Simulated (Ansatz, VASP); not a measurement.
Two plane-wave programs on La

POSCAR

```
La
1.0
    0.0000000000      2.7236322020      2.7236322020
    2.7236322020      0.0000000000      2.7236322020
    2.7236322020      2.7236322020      0.0000000000
La
1
Direct
    0.0000000000      0.0000000000      0.0000000000
```

INCAR.step1

```
SYSTEM = La
PREC = Accurate
ENCUT = 520
ISMEAR = -1
SIGMA = 0.1
LREAL = .False.
LASPH = .True.
NELM = 100
NBANDS = 12
GGA = PE
ALGO = Normal
EDIFF = 1E-4
LWAVE = .True.
LCHARG = .False.
```

Contents of INCAR.step2:

```
SYSTEM = La
PREC = Accurate
ENCUT = 520
EDIFF = 1E-6
ISMEAR = -1
SIGMA = 0.1
LREAL = .False.
LASPH = .True.
NELM = 100
ALGO = Normal
ISIF = 2
LWAVE = .False.
LCHARG = .False.
METAGGA = R2SCAN
LMIXTAU = .True.
NBANDS = 12
ISTART = 1
```

KPOINTS

```
Automatic mesh
0
Gamma
  12 12 12
  0 0 0
```

Input for Ansatz:

```yaml
crystal:
  lattice:
    - [0.0, 2.723632202, 2.723632202]
    - [2.723632202, 0.0, 2.723632202]
    - [2.723632202, 2.723632202, 0.0]
  atoms:
    - { symbol: La, position: [0.0, 0.0, 0.0] }
hamiltonian:
  xc: r2scan
  pseudopotentials:
    kind: paw
    azcp:
      La: "pseudopotentials/La.paw.azcp"
basis:
  ecutwfc: 500
  fft_grid_basis: typed
kpoints:
  mp_grid: { grid: [12, 12, 12], shift: [0, 0, 0] }
magnetization:
  spin_polarized: false
scf:
  occupations: { method: fermi_dirac, width: 0.1 }
  lower_state_search: "off"
output:
  stress: true
```

Alike in both runs: task single point; functional r2SCAN; k mesh 12 × 12 × 12; occupations fermi-dirac, width 0.1 eV; no spin polarisation.

|  | VASP | Ansatz |
| --- | --- | --- |
| version | VASP 6.6.1 | Ansatz 0.2.0 |
| potentials or method | VASP PAW PBE potentials, release 64 (La), cutoff 520 eV | plane waves (500 eV) with PAW, scalar-relativistic |
| valence electrons in the cell | 11 | 11 |

VASP gave:

* pressure (GPa): -1.7

**Question.** Estimate Ansatz's values.

**Answer.** Pressure (GPa): -1.8.

VASP's potentials were made for PBE, not for r2SCAN.

Neither program's run includes spin-orbit coupling.
